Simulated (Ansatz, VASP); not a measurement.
**Two plane-wave programs on SnO2**

```xyz
12
Lattice="0.0000 4.4307 4.4307 4.4307 0.0000 4.4307 4.4307 4.4307 0.0000" Properties=species:S:1:pos:R:3 pbc="T T T"
Sn    3.3230    3.3230    1.1077
Sn    1.1077    3.3230    3.3230
Sn    3.3230    1.1077    3.3230
Sn    1.1077    1.1077    1.1077
O     7.8928    7.8928    7.8928
O     5.3993    7.8928    5.3993
O     5.3993    5.3993    7.8928
O     7.8928    5.3993    5.3993
O     3.1840    5.6774    5.6774
O     5.6774    5.6774    3.1840
O     5.6774    3.1840    5.6774
O     3.1840    3.1840    3.1840
```

Alike in both runs: task single point; functional LDA; k mesh 4 × 4 × 4; occupations gaussian, width 0.05 eV; no spin polarisation.

```csv
,VASP,Ansatz
version,VASP 6.6.1,Ansatz 0.2.0
potentials or method,"VASP PAW LDA potentials, release 64 (Sn_d, O), cutoff 520 eV","scalar-relativistic, plane waves, PAW"
valence electrons in the cell,104,104
```

VASP gave:

```
gap on the k mesh at the Fermi level (eV) : 2.06
least direct gap on the mesh (eV)         : 2.06
pressure (GPa)                            : 0.9
rms of the force components (eV/Å)        : 0.035
```

Problem. Which values does Ansatz return?

Solution. gap on the k mesh at the Fermi level (eV): 2.06; least direct gap on the mesh (eV): 2.06; pressure (GPa): 0.0; rms of the force components (eV/Å): 0.000.

LDA's correlation is that of Perdew and Zunger in VASP and of Perdew and Wang (1992) in Ansatz. Atom by atom the forces differ by 0.035 eV/Å (rms over components).
